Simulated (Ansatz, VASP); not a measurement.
## Hf in VASP and in Ansatz

INCAR

```
SYSTEM = Hf
PREC = Accurate
ENCUT = 520
EDIFF = 1E-6
ISMEAR = -1
SIGMA = 0.1
LREAL = .FALSE.
LASPH = .TRUE.
NELM = 60
ALGO = Normal
ISIF = 2
LWAVE = .FALSE.
LCHARG = .FALSE.
GGA = RE
NBANDS = 22
```

File KPOINTS:

```
Automatic mesh
0
G
  8 8 11
  0 0 0
```

Contents of POSCAR:

```
Hf
1.0
    4.9601064992      0.0000000000      0.0000000000
   -2.4800532496      4.2955782338      0.0000000000
    0.0000000000      0.0000000000      3.0775276584
Hf
3
Direct
    1.0000000000      1.0000000000      0.0000000000
    0.3333333333      0.6666666667      0.5000000000
    0.6666666667      0.3333333333      0.5000000000
```

Input for Ansatz:

```yaml
crystal:
  lattice:
    - [4.9601064992, 0.0, 0.0]
    - [-2.4800532496, 4.2955782338, 0.0]
    - [0.0, 0.0, 3.0775276584]
  atoms:
    - { symbol: Hf, position: [1.0, 1.0, 0.0] }
    - { symbol: Hf, position: [0.3333333333, 0.6666666667, 0.5] }
    - { symbol: Hf, position: [0.6666666667, 0.3333333333, 0.5] }
hamiltonian:
  xc: revpbe
  pseudopotentials:
    kind: paw
    azcp:
      Hf: "pseudopotentials/Hf.paw.azcp"
basis:
  ecutwfc: 420
  fft_grid_basis: typed
kpoints:
  mp_grid: { grid: [8, 8, 11], shift: [0, 0, 0] }
magnetization:
  spin_polarized: false
scf:
  occupations: { method: fermi_dirac, width: 0.1 }
  lower_state_search: "off"
output:
  stress: true
```

Alike in both runs: task single point; functional revPBE; k mesh 8 × 8 × 11; occupations fermi-dirac, width 0.1 eV; no spin polarisation.

```csv
,VASP,Ansatz
version,VASP 6.6.1,Ansatz 0.2.0
potentials or method,"VASP PAW PBE potentials, release 64 (Hf_pv), cutoff 520 eV","plane waves (420 eV) with PAW, scalar-relativistic"
valence electrons in the cell,30,78
```

VASP gave:

```
pressure (GPa)                                                : 4.1
traceless stress, the component that is largest in VASP (GPa) : 0.23
```

Question: Which values does Ansatz return?

Answer: Pressure (GPa): 4.5; traceless stress, the component that is largest in VASP (GPa): 0.11.

VASP's potentials were made for PBE, not for revPBE. With one functional, cell and mesh, what is left measures potentials, basis and numerics. VASP's potentials hold 30 valence electrons a cell and Ansatz's 78, so a difference there can come from the potentials and not from the codes.

Spin-orbit coupling is off throughout.
